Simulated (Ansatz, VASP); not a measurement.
# Two plane-wave programs on In

Contents of INCAR:

```
SYSTEM = In
  ALGO = Normal
  EDIFF = 1E-6
  ENCUT = 520
  GGA = PS
  ISIF = 2
  ISMEAR = -1
  LASPH = .TRUE.
  LCHARG = .FALSE.
  LREAL = .FALSE.
  LWAVE = .FALSE.
  NBANDS = 12
  NELM = 100
  PREC = Accurate
  SIGMA = 0.1
```

The input KPOINTS:

```
k-points
0
G
  16 16 16
  0 0 0
```

File POSCAR:

```
In
1.0
   -1.6132826765      1.6132826765      1.6132826765
    1.6132826765     -1.6132826765      1.6132826765
    1.6132826765      1.6132826765     -1.6132826765
In
1
Direct
    0.0000000000      0.0000000000      0.0000000000
```

Input for Ansatz:

```yaml
crystal:
  lattice:
    - [-1.6132826765, 1.6132826765, 1.6132826765]
    - [1.6132826765, -1.6132826765, 1.6132826765]
    - [1.6132826765, 1.6132826765, -1.6132826765]
  atoms:
    - { symbol: In, position: [0.0, 0.0, 0.0] }
kpoints:
  mp_grid: { grid: [16, 16, 16] }
scf:
  occupations: { method: fermi_dirac, width: 0.1 }
hamiltonian:
  xc: pbesol
  pseudopotentials: { kind: paw, source: ansatz }
output:
  forces: true
  stress: true
  eigenvalues: true
```

Change from the starting cell: volume scaled by 0.65, PAW files, source ansatz.

Alike in both runs: task single point; functional PBEsol; k mesh 16 × 16 × 16; occupations fermi-dirac, width 0.1 eV; no spin polarisation.

|  | VASP | Ansatz |
| --- | --- | --- |
| version | VASP 6.6.1 | Ansatz 0.2.0 |
| potentials or method | VASP PAW PBE potentials, release 64 (In_d) | PAW with other files of Ansatz's library (source ansatz), scalar-relativistic |
| plane-wave cutoff (eV) | 520 | 710 |
| valence electrons in the cell | 13 | 21 |

|  | VASP | Ansatz | Ansatz less VASP |
| --- | --- | --- | --- |
| pressure (GPa) | 56.9 | 56.9 | -0.07 |

VASP's potentials were made for PBE, not for PBEsol. Both programs put the cell under a high pressure, so it lies far from rest at this level. The functional is the same, so the differences come from potentials, cutoffs and numerics. VASP's potentials hold 13 valence electrons a cell and Ansatz's 21, so a difference there can come from the potentials and not from the codes.
